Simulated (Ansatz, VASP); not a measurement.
## Two plane-wave programs on SrSi2Ag4

The input INCAR:

```
ALGO = Normal
EDIFF = 1E-6
ENCUT = 520
GGA = PE
ISIF = 2
ISMEAR = -1
LASPH = T
LCHARG = F
LREAL = F
LWAVE = F
NBANDS = 40
NELM = 60
PREC = Accurate
SIGMA = 0.1
```

The input KPOINTS:

```
k-points
0
Gamma
  8 8 8
```

Contents of POSCAR:

```
SrSi2Ag4
1.0
    4.5130930000      0.0000000000      0.0000000000
   -2.2565470000      3.9084560000      0.0000000000
    0.0000000000     -2.6056340000      7.9429450000
Sr Ag Si
1 4 2
Direct
    0.0000000000      0.0000000000      0.0000000000
    0.1419300000      0.2838600000      0.4257900000
    0.8580700000      0.7161400000      0.5742100000
    0.4350200000      0.8700400000      0.3050600000
    0.5649800000      0.1299600000      0.6949400000
    0.2545700000      0.5091400000      0.7637100000
    0.7454300000      0.4908600000      0.2362900000
```

Input for Ansatz:

```yaml
crystal:
  lattice:
    - [4.513093, 0.0, 0.0]
    - [-2.256547, 3.908456, 0.0]
    - [0.0, -2.605634, 7.942945]
  atoms:
    - { symbol: Sr, position: [0.0, 0.0, 0.0] }
    - { symbol: Ag, position: [0.14193, 0.28386, 0.42579] }
    - { symbol: Ag, position: [0.85807, 0.71614, 0.57421] }
    - { symbol: Ag, position: [0.43502, 0.87004, 0.30506] }
    - { symbol: Ag, position: [0.56498, 0.12996, 0.69494] }
    - { symbol: Si, position: [0.25457, 0.50914, 0.76371] }
    - { symbol: Si, position: [0.74543, 0.49086, 0.23629] }
  symmetry: { tolerance: 0.0003 }
kpoints:
  mp_grid: { grid: [8, 8, 8], shift: [0, 0, 0] }
  band_path:
    path:
      - [0.0, 0.0, 0.0]
      - [0.0, 0.0, 0.5]
      - [0.63079569, -0.31539784, 0.5]
      - [0.68460216, -0.36920431, 0.18460216]
      - [0.5, 0.0, 0.0]
      - [0.0, 0.0, 0.0]
      - [0.68460216, -0.34230108, 0.0]
      - [0.65769892, -0.34230108, 0.34230108]
      - [0.5, -0.5, 0.5]
      - [0.0, 0.0, 0.0]
    npoints: 6
magnetization:
  spin_polarized: false
scf:
  occupations: { method: fermi_dirac }
  lower_state_search: "off"
  max_iter: 200
hamiltonian:
  pseudopotentials: { kind: paw }
  xc: pbe
basis:
  ecutwfc: 420
  fft_grid_basis: typed
output:
  forces: true
  stress: true
  eigenvalues: true
  bader: true
  populations: true
  elf: true
  write_potential: true
  volumetric_format: npy
  dos:
    e_range: [-12, 8]
    de: 0.05
    projected: { site_lists: { Ag: [Ag], Si: [Si], Sr: [Sr] } }
checkpoint:
  read: saved_state
```

Alike in both runs: task single point; functional PBE; k mesh 8 × 8 × 8; no spin polarisation.

|  | VASP | Ansatz |
| --- | --- | --- |
| version | VASP 6.6.1 | Ansatz 0.2.0 |
| potentials or method | VASP PAW PBE potentials, release 64 (Sr_sv, Ag, Si), cutoff 520 eV | PAW plane waves |
| occupations | fermi-dirac, width 0.1 eV | fermi-dirac |
| valence electrons in the cell | 62 | 94 |

VASP gave:

- pressure (GPa): 1.5
- traceless stress, the component that is largest in VASP (GPa): 1.47
- rms of the force components (eV/Å): 0.204

Task: Estimate Ansatz's values.

Result: Pressure (GPa): 1.5; traceless stress, the component that is largest in VASP (GPa): 1.45; rms of the force components (eV/Å): 0.204.

Atom by atom the forces differ by 0.004 eV/Å (rms over components). VASP's potentials hold 62 valence electrons a cell and Ansatz's 94, so a difference there can come from the potentials and not from the codes. Ansatz's warnings: structure snapped to symmetry.
